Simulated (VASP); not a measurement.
Set up this calculation in VASP 6.6.1, as the native input.

- Task: single point
- Functional: PBEsol
- Potentials or basis: VASP PAW PBE potentials, release 64 (W_sv, S)
- Cutoff: 500 eV
- k mesh: 12 × 12 × 2
- Occupations: gaussian, width 0.02 eV
- Spin: no spin polarisation
- Dipole correction: no
- Further INCAR settings: ALGO = Normal; EDIFF = 1e-06; NBANDS = 35

The structure of WS2 lies in POSCAR:

```
WS2
1.0
    3.2090054409     -0.0005795163      0.0000000000
   -1.6049922954      2.7129103314      0.0000000000
    0.0000000000      0.0000000000     12.6571596243
W S
2 4
Direct
    0.3335325847      0.6671033217      0.2500000000
    0.6664674153      0.3328966783      0.7500000000
    0.3316522116      0.6631925186      0.6268583329
    0.6683477884      0.3368074814      0.1268583329
    0.3316522116      0.6631925186      0.8731416671
    0.6683477884      0.3368074814      0.3731416671
```

This cell differs from its parent crystal: uniaxial strain along a: +2.0 %, then relaxed in part.

One way to write it, as run:

INCAR

```
SYSTEM = WS2
PREC = Accurate
ENCUT = 500
EDIFF = 1E-6
ISMEAR = 0
SIGMA = 0.02
LREAL = .FALSE.
LASPH = .TRUE.
NELM = 120
ALGO = Normal
ISIF = 2
LWAVE = .FALSE.
LCHARG = .FALSE.
GGA = PS
NBANDS = 35
GGA_COMPAT = .FALSE.
```

KPOINTS

```
Automatic mesh
0
G
  12 12 2
  0 0 0
```

Potentials or basis: VASP PAW PBE potentials, release 64 (W_sv, S).

Command:

```bash
$ cat potpaw_PBE.64/W_sv/POTCAR potpaw_PBE.64/S/POTCAR > POTCAR
$ mpirun -np 1 vasp_std > vasp.out
```

Results of the run:

```json
{
 "Pressure": "-1.3 GPa",
 "Largest force": "0.019 eV/Å",
 "Band gap on the k mesh": "1.09 eV (least direct gap 1.76 eV)"
}
```

Caveat: the cell differs from its parent crystal (uniaxial strain along a: +2.0 %, then relaxed in part); the PAW data sets were made with another functional, which shifts forces and pressure a little; spin-orbit coupling is left out, which moves the levels of the heavy elements.

Run time: 9.4 min on 1 thread of Oxide Virtual Turin-like Processor (shared host), peak memory 0.48 GiB.
